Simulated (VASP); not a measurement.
**Mg2Sn: single point with PBE**

Mg2Sn:

```
Sn Mg
1.0
     0.00000    3.48133    3.48133
     3.48133    0.00000    3.48133
     3.48133    3.48133    0.00000
Sn Mg
1 2
Cartesian
  0.0000 0.0000 0.0000
  1.7407 1.7407 1.7407
  5.2220 5.2220 5.2220
```

This cell differs from its parent crystal: strain +3.0%.

```
Program                : VASP 6.6.1
Task                   : single point
Functional             : PBE
Potentials or basis    : VASP PAW PBE potentials, release 64 (Sn_d, Mg)
Cutoff                 : 600 eV
k mesh                 : 6 × 6 × 6
Occupations            : fermi-dirac, width 0.02 eV
Spin                   : no spin polarisation
Dipole correction      : no
Further INCAR settings : ALGO = Normal; EDIFF = 1e-06; NBANDS = 16
```

```json
{
  "Pressure": "-2.4 GPa",
  "Band gap on the k mesh": "zero (band 9 reaches 3.69 eV, above the bottom of band 10 at 3.39 eV)"
}
```

Levels at points of the mesh, in eV from the Fermi level:
| k point | band 5 | band 6 | band 7 | band 8 | band 9 | band 10 | band 11 | band 12 | band 13 | band 14 |
| --- | --- | --- | --- | --- | --- | --- | --- | --- | --- | --- |
| (0.00, 0.00, 0.00) | -20.79 | -8.59 | 0.13 | 0.13 | 0.13 | 1.06 | 2.14 | 2.14 | 2.14 | 3.57 |
| (0.50, 0.00, 0.00) | -20.79 | -7.47 | -4.40 | -0.66 | -0.66 | 0.46 | 2.28 | 2.28 | 3.90 | 6.68 |
| (0.50, 0.50, 0.00) | -20.79 | -7.03 | -4.23 | -1.84 | -1.84 | -0.17 | 0.37 | 6.93 | 6.93 | 7.36 |

Wall time 22 s on 1 thread of Intel(R) Xeon(R) 6975P-C (Granite Rapids), on a shared host, peak memory 0.24 GiB.

Caveat: the cell differs from its parent crystal (strain +3.0%); spin-orbit coupling is left out, which moves the levels of the heavy elements.
